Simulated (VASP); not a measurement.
## La: relaxation of shape and atoms at fixed volume with PBE

Crystal: La.

```xyz
2
Lattice="2.8506 0.0000 0.0000 -1.4253 2.4687 0.0000 0.0000 0.0000 4.6051" Properties=species:S:1:pos:R:3 pbc="T T T"
La    0.0000    1.6458    1.1513
La    1.4253    0.8229    3.4539
```

```
Program                : VASP 6.6.1
Task                   : relaxation of shape and atoms at fixed volume
Functional             : PBE
Potentials or basis    : VASP PAW PBE potentials, release 64 (La)
Cutoff                 : 600 eV
k mesh                 : 13 × 13 × 7
Occupations            : fermi-dirac, width 0.08 eV
Spin                   : no spin polarisation
Dipole correction      : no
Further INCAR settings : ALGO = Normal; EDIFF = 1e-06; IBRION = 2; EDIFFG = -0.005; NSW = 50; ISIF = 4
```

The energy gained by relaxing is 38.5 meV/atom. The ionic steps are 4. The pressure after relaxing is 101.2 GPa and the band gap on the k mesh is zero (band 11 reaches 21.26 eV, above the bottom of band 12 at 17.23 eV).

The path:
```tsv
step	energy change (eV)	largest force (eV/Å)	pressure (GPa)	volume (Å³)
1	0.0000	0.0000	102.48	32.41
2	0.0503	0.0000	103.14	32.41
3	-0.0769	0.0000	101.20	32.41
4	-0.0770	0.0000	101.22	32.41
```

Final structure:
```
CELL_PARAMETERS angstrom
2.80482 0.00000 0.00000
-1.40241 2.42905 0.00000
0.00000 0.00000 4.75661
ATOMIC_POSITIONS crystal
La 0.33333 0.66667 0.25000
La 0.66667 0.33333 0.75000
```

Levels at points of the mesh, in eV from the Fermi level:
| k point | band 9 | band 10 | band 11 | band 12 | band 13 | band 14 |
| --- | --- | --- | --- | --- | --- | --- |
| (0.00, 0.00, 0.00) | -1.89 | -0.13 | 1.26 | 1.35 | 1.63 | 1.63 |

Run time: 4.8 min on 1 thread of Oxide Virtual Turin-like Processor, with other jobs on the host, peak memory 0.18 GiB.

Caveat: spin-orbit coupling is left out, which moves the levels of the heavy elements.
